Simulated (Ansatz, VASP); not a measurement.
## Pd in VASP and in Ansatz

```
Pd
1.0
     0.00000    1.98304    1.98304
     1.98304    0.00000    1.98304
     1.98304    1.98304    0.00000
Pd
1
Direct
  0.00000 0.00000 0.00000
```

Change from the starting cell: volume scaled by 1.06.

Alike in both runs: task single point; functional PBE; k mesh 18 × 18 × 18; occupations fermi-dirac, width 0.05 eV; no spin polarisation.

```csv
,VASP,Ansatz
version,VASP 6.6.1,Ansatz 0.2.0
potentials or method,"VASP PAW PBE potentials, release 64 (Pd), cutoff 520 eV","all-electron LAPW, scalar-relativistic"
```

Ansatz gave:

- pressure (GPa): -3.0

Question: What did VASP give for the same quantities?

Answer: Pressure (GPa): -3.1.

Ansatz ran all-electron here, and VASP with PAW potentials.
